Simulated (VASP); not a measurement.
Runs of VASP 6.6.1 on Cu5Mo. The structure is that of space group P6/mmm (No. 191), or close to it. The cells are those of the table. 

| cell | k mesh | gap on the mesh (eV) | pressure (GPa) |
| --- | --- | --- | --- |
| a = 4.164, b = 4.164, c = 5.118 Å, angles 90.0, 90.0, 120.0°, 6 atoms | 5 × 5 × 3 | none | 0.5 |
| a = 4.710, b = 4.710, c = 4.124 Å, angles 90.0, 90.0, 120.0°, 6 atoms | 4 × 4 × 4 | none | 0.1 |
| a = 4.162, b = 4.162, c = 5.115 Å, angles 90.0, 90.0, 120.0°, 6 atoms | 4 × 4 × 3 | none | (a) |
| a = 4.377, b = 4.377, c = 4.940 Å, angles 90.0, 90.0, 120.0°, 6 atoms | 4 × 4 × 3 | none | 1.3 |
| a = 4.709, b = 4.709, c = 4.129 Å, angles 90.0, 90.0, 120.0°, 6 atoms | 4 × 4 × 4 | none | 0.1 |

Alike in all rows: task single point; level PBE; potentials or basis VASP PAW PBE potentials, release 64 (Cu, Mo_sv); no spin polarisation; cutoff (eV) 600; smearing gaussian 0.2 eV.

Task: Fill in the values left out.

Result: (a) 1.0.

Caveats: all runs use coarse meshes.

A k mesh can miss the band edges, and the runs leave out spin-orbit coupling on Mo.

A gap of «none» marks levels without a gap at the run's occupations.
